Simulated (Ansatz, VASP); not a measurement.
# Two plane-wave programs on NbP

```
Nb P
1.0
    -1.67492    1.67492    5.74011
     1.67492   -1.67492    5.74011
     1.67492    1.67492   -5.74011
Nb P
2 2
Cartesian
  1.6749 0.0000 2.8687
  0.0000 0.0000 5.7387
  0.0000 1.6749 3.8200
  0.0000 0.0000 0.9500
```

Alike in both runs: functional RPBE; k mesh 11 × 11 × 11; occupations fermi-dirac, width 0.05 eV; no spin polarisation.

|  | VASP | Ansatz |
| --- | --- | --- |
| version | VASP 6.6.1 | Ansatz 0.2.0 |
| potentials or method | VASP PAW PBE potentials, release 64 (Nb_sv, P) | Ansatz PAW |
| plane-wave cutoff (eV) | 520 | 420 |
| valence electrons in the cell | 36 | 36 |
| task | single point | band structure |

|  | VASP | Ansatz | Ansatz less VASP |
| --- | --- | --- | --- |
| gap on the k mesh at the Fermi level (eV) | none | none | - |
| pressure (GPa) | 1.0 | 1.5 | +0.54 |
| traceless stress, the component that is largest in VASP (GPa) | -0.34 | -0.37 | -0.027 |
| rms of the force components (eV/Å) | 0.008 | 0.009 | +0.0013 |

VASP's potentials were made for PBE, not for RPBE. Atom by atom the forces differ by 0.001 eV/Å (rms over components). A gap of «none» marks a metal or a gap that the smearing closes.
